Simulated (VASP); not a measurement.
# HfB2: single point with r2SCAN

HfB2:

```
Hf B
1.0
     3.14000    0.00000    0.00000
    -1.57000    2.71932    0.00000
     0.00000    0.00000    3.48000
Hf B
1 2
Cartesian
  0.0000 0.0000 0.0000
  0.0000 1.8129 1.7400
  1.5700 0.9064 1.7400
```

```
Program                : VASP 6.6.1
Task                   : single point
Functional             : r2SCAN
Potentials or basis    : VASP PAW PBE potentials, release 64 (Hf_pv, B)
Cutoff                 : 520 eV
k mesh                 : 10 × 10 × 8
Occupations            : methfessel-paxton, width 0.1 eV
Spin                   : no spin polarisation
Dipole correction      : no
Further INCAR settings : ALGO = Normal; EDIFF = 1e-06; NBANDS = 15
```

```
Pressure               : -1.2 GPa
Band gap on the k mesh : zero (band 8 reaches 8.34 eV, above the bottom of band 9 at 7.47 eV)
```

Stress tensor (GPa, compression positive):
```
-1.66  0.00  0.00
 0.00 -1.66  0.00
 0.00  0.00 -0.36
```

Levels at points of the mesh, in eV from the Fermi level:
```
           k point  band 6  band 7  band 8  band 9  band 10  band 11
(0.00, 0.00, 0.00)   -2.96   -2.93   -2.93    4.36     4.36     5.06
(0.50, 0.00, 0.00)   -4.25   -3.57   -2.86    2.29     2.99     5.98
(0.00, 0.00, 0.50)   -1.15   -1.15    0.46    0.46     1.20     1.20
(0.50, 0.00, 0.50)   -5.13   -4.85   -2.91    4.23     4.55     6.60
```

Run time: 74 s on 1 thread of Intel Xeon 6455B (shared host), peak memory 0.17 GiB.

Caveat: the PAW data sets were made with another functional, which shifts forces and pressure a little; spin-orbit coupling is left out, which moves the levels of the heavy elements.
